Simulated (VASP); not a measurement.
# I (Im-3m) in VASP: a series of runs

I is run at these levels: LDA; tasks: single point, relaxation of cell and atoms.

Everything below comes from runs of VASP 6.6.1. Logs are shortened: lines on timing, memory, paths and dates and some standing lists are left out, and cuts for length are marked.

## (1) The cell of the first run

The structure is cubic, space group Im-3m (No. 229). The conventional cell has a = 2.942 Å, b = 2.942 Å, c = 2.942 Å, α = 90.00°, β = 90.00°, γ = 90.00°. Within 3.4 Å of I (site symmetry m-3m) lie 14 I at 2.55 to 2.94 Å.

## (2) Single point, LDA

INCAR reads:

```
SYSTEM = I
PREC     = Accurate       ! precision mode
ENCUT    = 520            ! plane-wave cutoff, eV
EDIFF    = 1E-6           ! SCF threshold, eV
ISMEAR   = -1             ! smearing method
SIGMA    = 0.05           ! smearing width, eV
LREAL    = .FALSE.        ! projectors in reciprocal space
LASPH    = .TRUE.         ! aspherical terms in the spheres
NELM     = 60             ! most SCF steps
ALGO     = Normal         ! electronic algorithm
ISIF     = 2              ! what is computed and relaxed
LWAVE    = .FALSE.        ! write WAVECAR
LCHARG   = .FALSE.        ! write CHGCAR
GGA      = CA             ! functional
NBANDS   = 10             ! bands
```

KPOINTS reads:

```
Automatic mesh
0
G
  18 18 18
  0 0 0
```

POSCAR reads:

```
I
1.0
   -1.4712261793      1.4712261793      1.4712261793
    1.4712261793     -1.4712261793      1.4712261793
    1.4712261793      1.4712261793     -1.4712261793
I
1
Direct
    0.0000000000      0.0000000000      0.0000000000
```

Potentials or basis: VASP PAW LDA potentials, release 64 (I).

Started as:

```
$ cat potpaw_LDA.64/I/POTCAR > POTCAR
$ mpirun -np 1 vasp_std > vasp.out
```

OUTCAR:

```text
SYSTEM = I
   PREC = Accurate
   ENCUT = 520
   EDIFF = 1E-6
   ISMEAR = -1
   LREAL = .FALSE.
   LASPH = .TRUE.
   NELM = 60
   ISIF = 2
   GGA = CA

 ion  position               nearest neighbor table
   1  0.000  0.000  0.000-

  LATTYP: Found a body centered cubic cell.
 ALAT       =     2.9424523586

  Lattice vectors:

 A1 = (  -1.4712261793,   1.4712261793,   1.4712261793)
 A2 = (   1.4712261793,  -1.4712261793,   1.4712261793)
 A3 = (   1.4712261793,   1.4712261793,  -1.4712261793)

Analysis of symmetry for initial positions (statically):
=====================================================================
 Subroutine PRICEL returns:
 Original cell was already a primitive cell.

 Routine SETGRP: Setting up the symmetry group for a
 body centered cubic supercell.

 Subroutine GETGRP returns: Found 48 space group operations
 (whereof 48 operations were pure point group operations)
 out of a pool of 48 trial point group operations.

The static configuration has the point symmetry O_h .

Analysis of symmetry for dynamics (positions and initial velocities):
=====================================================================
 Subroutine PRICEL returns:
 Original cell was already a primitive cell.

 Routine SETGRP: Setting up the symmetry group for a
 body centered cubic supercell.

 Subroutine GETGRP returns: Found 48 space group operations
 (whereof 48 operations were pure point group operations)
 out of a pool of 48 trial point group operations.

The dynamic configuration has the point symmetry O_h .

 Subroutine INISYM returns: Found 48 space group operations
 (whereof 48 operations are pure point group operations),
 and found     1 'primitive' translations

----------------------------------------------------------------------------------------

                                     Primitive cell

  volume of cell :      12.7379

  direct lattice vectors                    reciprocal lattice vectors
    -1.471226179  1.471226179  1.471226179     0.000000000  0.339852571  0.339852571
     1.471226179 -1.471226179  1.471226179     0.339852571  0.000000000  0.339852571
     1.471226179  1.471226179 -1.471226179     0.339852571  0.339852571  0.000000000

  length of vectors
     2.548238492  2.548238492  2.548238492     0.480624116  0.480624116  0.480624116

  position of ions in fractional coordinates (direct lattice)
     0.000000000  0.000000000  0.000000000

  ion indices of the primitive-cell ions
   primitive index   ion index
                 1           1

----------------------------------------------------------------------------------------

 KPOINTS: Automatic mesh

Automatic generation of k-mesh.
 Grid dimensions read from file:
 generate k-points for:   18   18   18

 Generating k-lattice:

  Cartesian coordinates                     Fractional coordinates (reciprocal lattice)
     0.000000000  0.018880698  0.018880698     0.055555556  0.000000000  0.000000000
     0.018880698  0.000000000  0.018880698     0.000000000  0.055555556  0.000000000
     0.018880698  0.018880698  0.000000000     0.000000000  0.000000000  0.055555556

  Length of vectors
     0.026701340  0.026701340  0.026701340

  Shift w.r.t. Gamma in fractional coordinates (k-lattice)
     0.000000000  0.000000000  0.000000000

 Subroutine IBZKPT returns following result:
 ===========================================

 Found    195 irreducible k-points:

 Following reciprocal coordinates:
            Coordinates               Weight
  0.000000  0.000000  0.000000      1.000000
  0.055556  0.000000  0.000000     12.000000
  0.111111  0.000000  0.000000     12.000000
  0.166667  0.000000  0.000000     12.000000
  0.222222  0.000000  0.000000     12.000000
  0.277778  0.000000  0.000000     12.000000
[... 16 lines left out ...]
  0.333333  0.111111  0.000000     48.000000
  0.388889  0.111111  0.000000     48.000000
 [... further k-points ...]
   k-points           NKPTS =    195   k-points in BZ     NKDIM =    195   number of bands    NBANDS=     10
   number of dos      NEDOS =    301   number of ions     NIONS =      1
   total plane-waves  NPLWV =   8000
   dimension x,y,z NGX =    20 NGY =   20 NGZ =   20
   dimension x,y,z NGXF=    40 NGYF=   40 NGZF=   40
   ions per type =               1
   NGX,Y,Z   is equivalent  to a cutoff of  13.05, 13.05, 13.05 a.u.
   NGXF,Y,Z  is equivalent  to a cutoff of  26.10, 26.10, 26.10 a.u.
 SYSTEM =  I
   PREC   = accura    normal or accurate (medium, high low for compatibility)
   ISTART =      0    job   : 0-new  1-cont  2-samecut
   ICHARG =      2    charge: 1-file 2-atom 10-const
   ISPIN  =      1    spin polarized calculation?
   LNONCOLLINEAR =      F non collinear calculations
   LSORBIT =      F    spin-orbit coupling
   LASPH  =      T    aspherical Exc in radial PAW
   ENCUT  =  520.0 eV  38.22 Ry    6.18 a.u.   4.74  4.74  4.74*2*pi/ulx,y,z
   NELM   =     60;   NELMIN=  2; NELMDL= -5     # of ELM steps
   EDIFF  = 0.1E-05   stopping-criterion for ELM
   LREAL  =      F    real-space projection
   EDIFFG = 0.1E-04   stopping-criterion for IOM
   NSW    =      0    number of steps for IOM
   IBRION =     -1    ionic relax: 0-MD 1-quasi-New 2-CG
   NFREE  =      0    steps in history (QN), initial steepest desc. (CG)
   ISIF   =      2    stress and relaxation
   ISYM   =      2    0-nonsym 1-usesym 2-fastsym
   POTIM  = 0.5000    time-step for ionic-motion
   TEBEG  =    0.0;   TEEND  =   0.0 temperature during run
   PSTRESS=    0.0 pullay stress
   NELECT =       7.0000    total number of electrons
   NUPDOWN=      -1.0000    fix difference up-down
   EMIN   =  10.00;   EMAX   =-10.00  energy-range for DOS
   EFERMI =   0.00;   METHOD = LEGACY
   ISMEAR =    -1;   SIGMA  =   0.05  broadening in eV -4-tet -1-fermi 0-gaus
   EFERMI_NEDOS =   21; number of points for ismear=-14 and -15
   IALGO  =     38    algorithm
   IMIX   =      4    mixing-type and parameters
     AMIX     =   0.40;   BMIX     =  1.00
     AMIX_MAG =   1.60;   BMIX_MAG =  1.00
  volume/ion in A,a.u.               =      12.74        85.96
  Fermi-wavevector in a.u.,A,eV,Ry     =   1.340936  2.534002 24.464765  1.798110
  Thomas-Fermi vector in A             =   2.469209
   LORBIT       =      0    0 simple, 1 ext, 2 COOP (PROOUT), +10 PAW based schemes
   GGA     = CA    functional components
   LHFCALC =     F    Hartree Fock is set to
   AEXX    =    0.0000 exact exchange contribution
   IVDW    =     0    specifies the selected vdW correction
   LEPSILON=     F    determine dielectric tensor
   LRPA    =     F    only Hartree local field effects (RPA)
 non-spin polarized calculation
  energy-cutoff  :      520.00
  volume of cell :       12.74
 maximum number of plane-waves:       370
   NGX =  9   NGY =  9   NGZ =  9

 number of electron       7.0000001 magnetization

 Free energy of the ion-electron system (eV)
  ---------------------------------------------------
  ext. energy  EPLUGINS =         0.00000000
  ---------------------------------------------------
  free energy    TOTEN  =         5.82100047 eV

  energy without entropy =        5.82441964  energy(sigma->0) =        5.82271006

 E-fermi :  24.9738     XC(G=0): -14.1914

 val. band max:       24.9237297819   @ k =   0.3333   0.1111   0.0000
 cond. band min:      24.9757291973   @ k =  -0.3333   0.4444   0.1667
 fundamental gap:      0.0519994154
 Fermi energy:        24.9738233134

 k-point     1 :       0.0000    0.0000    0.0000
  band No.  band energies     occupation
      1      -1.1166      2.00000
      2      31.6252      0.00000
      3      31.6252      0.00000
      4      31.6252      0.00000
      5      33.9446      0.00000
      6      33.9446      0.00000
      7      33.9446      0.00000
      8      35.8913      0.00000
      9      35.8913      0.00000
     10      35.8913      0.00000

 k-point     2 :       0.0556    0.0000    0.0000
  band No.  band energies     occupation
      1      -1.0004      2.00000
      2      30.3526      0.00000
      3      30.9213      0.00000
      4      31.3610      0.00000
      5      33.2261      0.00000
      6      33.3808      0.00000
      7      33.8390      0.00000
      8      36.6335      0.00000
      9      36.6523      0.00000
     10      36.7337      0.00000

 k-point     3 :       0.1111    0.0000    0.0000
  band No.  band energies     occupation
      1      -0.6516      2.00000
      2      27.5993      0.00000
      3      29.5213      0.00000
      4      30.5716      0.00000
      5      32.4860      0.00000
      6      32.6134      0.00000
      7      33.9333      0.00000
      8      37.3987      0.00000
      9      38.0640      0.00000
     10      38.2322      0.00000

 k-point     4 :       0.1667    0.0000    0.0000
  band No.  band energies     occupation
      1      -0.0695      2.00000
      2      24.5454      1.99962
      3      28.0248      0.00000
      4      29.5133      0.00000
      5      31.6612      0.00000
      6      32.0888      0.00000
      7      34.4283      0.00000
      8      37.9095      0.00000
      9      39.7780      0.00000
     10      40.0544      0.00000
[... 222 lines left out ...]
 k-point    22 :       0.2778    0.1111    0.0000
  band No.  band energies     occupation
      1       3.4262      2.00000
      2      16.0215      2.00000
      3      21.8455      2.00000
      4      25.4770      0.00009
      5      31.3092      0.00000
      6      34.0340      0.00000
      7      35.7925      0.00000
      8      41.4433      0.00000
      9      43.3252      0.00000
     10      45.3223      0.00000

 k-point    23 :       0.3333    0.1111    0.0000
  band No.  band energies     occupation
      1       4.9286      2.00000
      2      13.4516      2.00000
      3      21.1977      2.00000
      4      24.9237      1.46285
      5      31.0113      0.00000
      6      33.8705      0.00000
      7      36.8190      0.00000
      8      41.4252      0.00000
      9      44.8372      0.00000
     10      45.9495      0.00000

 k-point    24 :       0.3889    0.1111    0.0000
  band No.  band energies     occupation
      1       6.6140      2.00000
      2      11.1160      2.00000
      3      20.8027      2.00000
      4      24.5867      1.99913
      5      30.8339      0.00000
      6      33.7380      0.00000
      7      37.9912      0.00000
      8      40.6172      0.00000
      9      45.2769      0.00000
     10      47.6681      0.00000

 [... further k-points ...]
[... 5 lines left out ...]
  --------------------------------------------------------------------------------------
  -------------------------------------------------------------------------------------
  Total       23.1014948     23.1014948     23.1014948     -0.0000000     -0.0000000      0.0000000
  in kB     2905.7104792   2905.7104792   2905.7104792     -0.0000000     -0.0000000      0.0000000
  external PRESSURE =    2905.7104792 kB  Pullay stress =       0.0000000 kB

 VOLUME and BASIS-vectors are now :
 -----------------------------------------------------------------------------
  energy-cutoff  :      520.00
  volume of cell :       12.74
      direct lattice vectors                 reciprocal lattice vectors
    -1.471226179  1.471226179  1.471226179     0.000000000  0.339852571  0.339852571
     1.471226179 -1.471226179  1.471226179     0.339852571  0.000000000  0.339852571
     1.471226179  1.471226179 -1.471226179     0.339852571  0.339852571  0.000000000

 POSITION                                       TOTAL-FORCE (eV/Angst)
 -----------------------------------------------------------------------------------
      0.00000      0.00000      0.00000         0.000000      0.000000     -0.000000
 -----------------------------------------------------------------------------------
    total drift:                                0.000000      0.000000     -0.000000

  FREE ENERGIE OF THE ION-ELECTRON SYSTEM (eV)
  ---------------------------------------------------
  free  energy   TOTEN  =         5.8210004750 eV

  energy  without entropy=        5.8244196434  energy(sigma->0) =        5.82271006
```

It took 12 s on 1 thread of Intel Xeon Platinum 8375C at 2.90GHz (Ice Lake), shared host; peak memory 0.14 GiB.

Results:

```yaml
Free_energy: 5.8210 eV
Pressure: 290.6 GPa
```

Caveat: spin-orbit coupling is left out, which moves the levels of the heavy elements; an odd number of electrons without spin polarisation forces a metal; a magnetic or distorted state may lie lower.

## (3) Single point, LDA

INCAR reads:

```
SYSTEM = I
ALGO = Normal
EDIFF = 1E-7
ENCUT = 520
ISIF = 2
ISMEAR = -1
LASPH = .True.
LCHARG = .False.
LREAL = .False.
LWAVE = .False.
NBANDS = 10
NELM = 100
PREC = Accurate
SIGMA = 0.05
```

KPOINTS reads:

```
k-points
0
Gamma
  18 18 18
  0 0 0
```

POSCAR is that of step 2.

Potentials or basis: VASP PAW LDA potentials, release 64 (I).

Started as:

```
$ cat potpaw_LDA.64/I/POTCAR > POTCAR
$ mpirun -np 1 vasp_std > vasp.out
```

Wall time 15 s (1 thread of Intel Xeon Platinum 8375C at 2.90GHz (Ice Lake), shared host); peak memory 0.13 GiB.

The run converged. Its results:

- Free energy: 5.8210 eV
- Pressure: 290.7 GPa

Levels at points of the mesh, in eV from the Fermi level:
```csv
k point,band 1,band 2,band 3,band 4,band 5,band 6,band 7,band 8
"(0.00, 0.00, 0.00)",-26.09,6.65,6.65,6.65,8.97,8.97,8.97,10.92
"(0.50, 0.00, 0.00)",-17.34,-15.77,-1.93,0.74,4.43,5.70,15.23,16.00
"(0.50, 0.50, 0.50)",-9.11,-9.11,-9.11,-8.66,-2.41,-2.41,16.87,24.57
```

Caveat: spin-orbit coupling is left out, which moves the levels of the heavy elements; an odd number of electrons without spin polarisation forces a metal; a magnetic or distorted state may lie lower.

## (4) Relaxation of cell and atoms, LDA, target pressure 290 GPa, at which the enthalpy is minimised

This run uses another cell than the first one, of 12.63 Å³/atom, 0.991 times its volume.

INCAR reads:

```
PREC = Accurate ; ENCUT = 600
EDIFF = 1E-6 ; ISMEAR = -1
SIGMA = 0.05 ; LREAL = F
LASPH = T ; NELM = 60
ALGO = Normal ; ISIF = 3
LWAVE = F ; LCHARG = F
IBRION = 2 ; NSW = 60
EDIFFG = -0.005 ; PSTRESS = 2900.0
```

KPOINTS reads:

```
Automatic mesh
0
Gamma
  18 18 18
```

POSCAR reads:

```
I
1.0
   -1.4669059407      1.4669059407      1.4669059407
    1.4669059407     -1.4669059407      1.4669059407
    1.4669059407      1.4669059407     -1.4669059407
I
1
Direct
    0.0000000000      0.0000000000      0.0000000000
```

Started as:

```
$ cat potpaw_LDA.64/I/POTCAR > POTCAR
$ mpirun -np 1 vasp_std > vasp.out
```

Run time: 27 s. Hardware: 1 thread of Intel Xeon Platinum 8375C at 2.90GHz (Ice Lake), shared host; peak memory 0.14 GiB.

It converged, with:

| Property | Result |
| --- | --- |
| Free energy | 5.8050 eV |
| Relaxed volume | 12.75 Å³/atom |
| Relaxed cell | a = 2.549 Å, b = 2.549 Å, c = 2.549 Å, α = 109.47°, β = 109.47°, γ = 109.47° |
| Space group after relaxing (to 0.05 Å) | Im-3m (No. 229) |
| Energy change on relaxing (the enthalpy is what falls) | -221.6 meV/atom |
| Ionic steps | 4 |
| Pressure after relaxing | 290.0 GPa |

The path:
| step | energy change (eV) | largest force (eV/Å) | pressure (GPa) | volume (Å³) |
| --- | --- | --- | --- | --- |
| 1 | 0.0000 | 0.0000 | 299.24 | 12.63 |
| 2 | -2.1684 | 0.0000 | 210.89 | 14.00 |
| 3 | -0.2344 | 0.0000 | 289.47 | 12.75 |
| 4 | -0.2216 | 0.0000 | 289.99 | 12.75 |

Final structure:
```xyz
1
Lattice="-1.4716 1.4716 1.4716 1.4716 -1.4716 1.4716 1.4716 1.4716 -1.4716" Properties=species:S:1:pos:R:3 pbc="T T T"
I     0.0000    0.0000    0.0000
```

Levels at points of the mesh, in eV from the Fermi level:
| k point | band 1 | band 2 | band 3 | band 4 | band 5 | band 6 | band 7 |
| --- | --- | --- | --- | --- | --- | --- | --- |
| (0.00, 0.00, 0.00) | -26.08 | 6.64 | 6.64 | 6.64 | 8.98 | 8.98 | 8.98 |
| (0.50, 0.00, 0.00) | -17.33 | -15.76 | -1.93 | 0.74 | 4.43 | 5.70 | 15.23 |
| (0.50, 0.50, 0.50) | -9.10 | -9.10 | -9.10 | -8.66 | -2.41 | -2.41 | 16.87 |

Caveat: the cell is relaxed towards a set pressure, so the enthalpy falls and the energy may rise; spin-orbit coupling is left out, which moves the levels of the heavy elements; an odd number of electrons without spin polarisation forces a metal; a magnetic or distorted state may lie lower.

## (5) Relaxation of cell and atoms, LDA, target pressure 290 GPa, at which the enthalpy is minimised

INCAR reads:

```
  PREC = Accurate
  ENCUT = 600
  EDIFF = 1E-6
  ISMEAR = -1
  SIGMA = 0.05
  LREAL = False
  LASPH = True
  NELM = 80
  ALGO = Normal
  ISIF = 3
  LWAVE = False
  LCHARG = False
  GGA = CA
  IBRION = 2
  NSW = 32
  EDIFFG = -0.005
  PSTRESS = 2900.0
```

KPOINTS is that of step 4.

POSCAR reads:

```
I
1.0
   -1.4712261793      1.4712261793      1.4712261793
    1.4712261793     -1.4712261793      1.4712261793
    1.4712261793      1.4712261793     -1.4712261793
I
1
Direct
    0.0000000000      0.0000000000      0.0000000000
```

Started as:

```
$ cat potpaw_LDA.64/I/POTCAR > POTCAR
$ mpirun -np 1 vasp_std > vasp.out
```

Run time: 11 s. Hardware: 1 thread of Intel Xeon 6975P-C (Granite Rapids), shared host; peak memory 0.14 GiB.

The run converged. Its results:

* Free energy: 5.8049 eV
* Relaxed volume: 12.75 Å³/atom
* Relaxed cell: a = 2.549 Å, b = 2.549 Å, c = 2.549 Å, α = 109.47°, β = 109.47°, γ = 109.47°
* Space group after relaxing (to 0.05 Å): Im-3m (No. 229)
* Energy change on relaxing (the enthalpy is what falls): -15.8 meV/atom
* Ionic steps: 3
* Pressure after relaxing: 289.9 GPa

Step by step:
| step | energy change (eV) | largest force (eV/Å) | pressure (GPa) | volume (Å³) |
| --- | --- | --- | --- | --- |
| 1 | 0.0000 | 0.0000 | 290.66 | 12.74 |
| 2 | -0.1726 | 0.0000 | 283.46 | 12.83 |
| 3 | -0.0158 | 0.0000 | 289.95 | 12.75 |

Final structure:
```
I
1.0
    -1.47156    1.47156    1.47156
     1.47156   -1.47156    1.47156
     1.47156    1.47156   -1.47156
I
1
Direct
  0.00000 0.00000 0.00000
```

Levels at points of the mesh, in eV from the Fermi level:
| k point | band 1 | band 2 | band 3 | band 4 | band 5 | band 6 | band 7 |
| --- | --- | --- | --- | --- | --- | --- | --- |
| (0.00, 0.00, 0.00) | -26.08 | 6.64 | 6.64 | 6.64 | 8.98 | 8.98 | 8.98 |
| (0.50, 0.00, 0.00) | -17.33 | -15.76 | -1.93 | 0.74 | 4.43 | 5.70 | 15.23 |
| (0.50, 0.50, 0.50) | -9.10 | -9.10 | -9.10 | -8.66 | -2.41 | -2.41 | 16.87 |

Caveat: the cell is relaxed towards a set pressure, so the enthalpy falls and the energy may rise; spin-orbit coupling is left out, which moves the levels of the heavy elements; an odd number of electrons without spin polarisation forces a metal; a magnetic or distorted state may lie lower.

## (6) The runs side by side

| task | cell | cutoff (eV) | gap on the mesh (eV) | pressure (GPa) |
| --- | --- | --- | --- | --- |
| single point | a = 2.548 Å, angles 109.5°, 1 atom | 520 | none | 290.7 |
| relaxation of cell and atoms | relaxed to 290 GPa from a = 2.541 Å, angles 109.5°, 1 atom | 600 | none | 290.0 |
| relaxation of cell and atoms | relaxed to 290 GPa from a = 2.548 Å, angles 109.5°, 1 atom | 600 | none | 289.9 |

Alike in all rows: level LDA; potentials or basis VASP PAW LDA potentials, release 64 (I); no spin polarisation; k mesh 18 × 18 × 18; smearing fermi-dirac 0.05 eV.

Caveats: spin-orbit coupling is left out, which moves the levels of the heavy elements; an odd number of electrons without spin polarisation forces a metal; a magnetic or distorted state may lie lower; the cell is relaxed towards a set pressure, so the enthalpy falls and the energy may rise (some runs).

Total energies depend on the potentials used, so only differences within one code and one set of settings carry meaning.
